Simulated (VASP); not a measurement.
A run of VASP 6.6.1:

Contents of INCAR:

```
PREC     = Accurate       # precision mode
ENCUT    = 520            # plane-wave cutoff, eV
EDIFF    = 1E-6           # SCF threshold, eV
ISMEAR   = 0              # smearing method
SIGMA    = 0.05           # smearing width, eV
LREAL    = False          # projectors in reciprocal space
LASPH    = True           # aspherical terms in the spheres
NELM     = 100            # most SCF steps
ALGO     = Normal         # electronic algorithm
ISIF     = 2              # what is computed and relaxed
LWAVE    = False          # write WAVECAR
LCHARG   = True           # write CHGCAR
GGA      = PE             # functional
LELF     = True           # ELF
LVHAR    = True         
NBANDS   = 26             # bands
```

The input KPOINTS:

```
Automatic mesh
0
Gamma
  10 8 10
```

POSCAR

```
CdS
1.0
    3.7831202631      0.0000000000      0.0000000000
    0.0000000000      5.3238808123      0.0000000000
    0.0000000000      0.0000000000      3.7156337518
Cd S
2 2
Direct
    0.5000000000      0.4567452741      0.2421165153
    0.0000000000     -0.0432547259      0.7578834847
    0.5000000000      0.0432547259      0.2824573399
    0.0000000000      0.5432547259      0.7175426601
```

Potentials or basis: VASP PAW PBE potentials, release 64 (Cd, S).

Launch:

```console
$ cat potpaw_PBE.64/Cd/POTCAR potpaw_PBE.64/S/POTCAR > POTCAR
$ mpirun -np 1 vasp_std > vasp.out
```

Hardware: 1 thread of Intel(R) Xeon(R) Platinum 8488C (Sapphire Rapids) (shared host).

Question: Estimate the wall time of this run.

Answer: Run time: 4.1 min on 1 thread of Intel(R) Xeon(R) Platinum 8488C (Sapphire Rapids), on a shared host, peak memory 0.39 GiB. Counts: scf iterations 14, k points 180.
